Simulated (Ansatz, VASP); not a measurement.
BN: VASP beside Ansatz

The input POSCAR:

```
BN
1.0
    0.0000000000      1.8556801262      1.7072257161
    1.8556801262      0.0000000000      1.7072257161
    1.8556801262      1.8556801262      0.0000000000
B N
1 1
Direct
    0.0000000000      0.0000000000      0.0000000000
    0.7500000000      0.7500000000      0.7500000000
```

INCAR.step1

```
SYSTEM = BN
PREC     = Accurate       ! precision mode
ENCUT    = 520            ! plane-wave cutoff, eV
ISMEAR   = 0              ! smearing method
SIGMA    = 0.05           ! smearing width, eV
LREAL    = .False.        ! projectors in reciprocal space
LASPH    = .True.         ! aspherical terms in the spheres
NELM     = 100            ! most SCF steps
NBANDS   = 11             ! bands
GGA      = PE             ! functional
ALGO     = Normal         ! electronic algorithm
EDIFF    = 1E-4           ! SCF threshold, eV
LWAVE    = .True.         ! write WAVECAR
LCHARG   = .False.        ! write CHGCAR
```

INCAR.step2

```
SYSTEM = BN
PREC     = Accurate       ! precision mode
ENCUT    = 520            ! plane-wave cutoff, eV
EDIFF    = 1E-6           ! SCF threshold, eV
ISMEAR   = 0              ! smearing method
SIGMA    = 0.05           ! smearing width, eV
LREAL    = .False.        ! projectors in reciprocal space
LASPH    = .True.         ! aspherical terms in the spheres
NELM     = 100            ! most SCF steps
ALGO     = Normal         ! electronic algorithm
ISIF     = 2              ! what is computed and relaxed
LWAVE    = .False.        ! write WAVECAR
LCHARG   = .False.        ! write CHGCAR
METAGGA  = R2SCAN         ! meta-GGA
LMIXTAU  = .True.       
NBANDS   = 11             ! bands
ISTART   = 1
```

The input KPOINTS:

```
Automatic mesh
0
Gamma
  12 12 12
  0 0 0
```

Input for Ansatz:

```yaml
crystal:
  lattice:
    - [0.0, 1.8556801262, 1.7072257161]
    - [1.8556801262, 0.0, 1.7072257161]
    - [1.8556801262, 1.8556801262, 0.0]
  atoms:
    - { symbol: B, position: [0.0, 0.0, 0.0] }
    - { symbol: "N", position: [0.75, 0.75, 0.75] }
basis:
  ecutwfc: 500
kpoints:
  mp_grid: { grid: [12, 12, 12] }
hamiltonian:
  xc: r2scan
scf:
  occupations: { method: gaussian, width: 0.05 }
output:
  forces: true
  stress: true
  eigenvalues: true
```

Alike in both runs: task single point; functional r2SCAN; k mesh 12 × 12 × 12; occupations gaussian, width 0.05 eV; no spin polarisation.

```csv
,VASP,Ansatz
version,VASP 6.6.1,Ansatz 0.2.0
potentials or method,"VASP PAW PBE potentials, release 64 (B, N), cutoff 520 eV","scalar-relativistic, plane waves, PAW"
valence electrons in the cell,8,8
```

Ansatz gave:

```
gap on the k mesh at the Fermi level (eV)                     : 3.61
least direct gap on the mesh (eV)                             : 8.77
pressure (GPa)                                                : -0.1
traceless stress, the component that is largest in VASP (GPa) : 31.82
```

**Question.** Which values does VASP return?

**Answer.** gap on the k mesh at the Fermi level (eV): 3.59; least direct gap on the mesh (eV): 8.74; pressure (GPa): 1.0; traceless stress, the component that is largest in VASP (GPa): 31.72.

VASP's potentials were made for PBE, not for r2SCAN. With one functional, cell and mesh, what is left measures potentials, basis and numerics.
